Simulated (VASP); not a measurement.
Wanted: the native input for a VASP 6.6.1 run.

| Quantity | Value |
| --- | --- |
| Task | single point |
| Functional | LDA |
| Potentials or basis | VASP PAW LDA potentials, release 64 (B, N) |
| Cutoff | 520 eV |
| k mesh | 6 × 6 × 4 |
| Occupations | gaussian, width 0.01 eV |
| Spin | no spin polarisation |
| Dipole correction | no |
| Further INCAR settings | ALGO = Normal; EDIFF = 1e-07; NBANDS = 26 |

The structure of BN lies in POSCAR:

```
BN
1.0
    1.6438210000     -4.7155350000      0.0000000000
    1.6438210000      4.7155350000      0.0000000000
   -1.1929310000      0.0000000000      4.1817430000
B N
4 4
Direct
    0.4344000000      0.5664270000      0.0002040000
    0.5664270000      0.4344000000      0.5002040000
    0.1769990000      0.5642020000      0.4918210000
    0.5642020000      0.1769990000      0.9918210000
    0.3857400000      0.7783390000      0.8407830000
    0.7783390000      0.3857400000      0.3407830000
    0.3799060000      0.5117870000      0.3210930000
    0.5117870000      0.3799060000      0.8210930000
```

These files were run (other wordings do the same):

INCAR

```
SYSTEM = BN
PREC     = Accurate       ! precision mode
ENCUT    = 520            ! plane-wave cutoff, eV
EDIFF    = 1E-7           ! SCF threshold, eV
ISMEAR   = 0              ! smearing method
SIGMA    = 0.01           ! smearing width, eV
LREAL    = .False.        ! projectors in reciprocal space
LASPH    = .True.         ! aspherical terms in the spheres
NELM     = 60             ! most SCF steps
ALGO     = Normal         ! electronic algorithm
ISIF     = 2              ! what is computed and relaxed
LWAVE    = .False.        ! write WAVECAR
LCHARG   = .False.        ! write CHGCAR
GGA      = CA             ! functional
NBANDS   = 26             ! bands
```

KPOINTS

```
regular mesh
0
Gamma
  6 6 4
  0 0 0
```

Potentials or basis: VASP PAW LDA potentials, release 64 (B, N).

Command:

```console
$ cat potpaw_LDA.64/B/POTCAR potpaw_LDA.64/N/POTCAR > POTCAR
$ mpirun -np 1 vasp_std > vasp.out
```

It gave:

* Pressure: -8.6 GPa
* Largest force: 0.033 eV/Å
* Band gap on the k mesh: 3.41 eV, indirect (least direct gap 3.91 eV)

It took 110 s on 1 thread of Intel(R) Xeon(R) Platinum 8488C (Sapphire Rapids), on a shared host, peak memory 0.21 GiB.
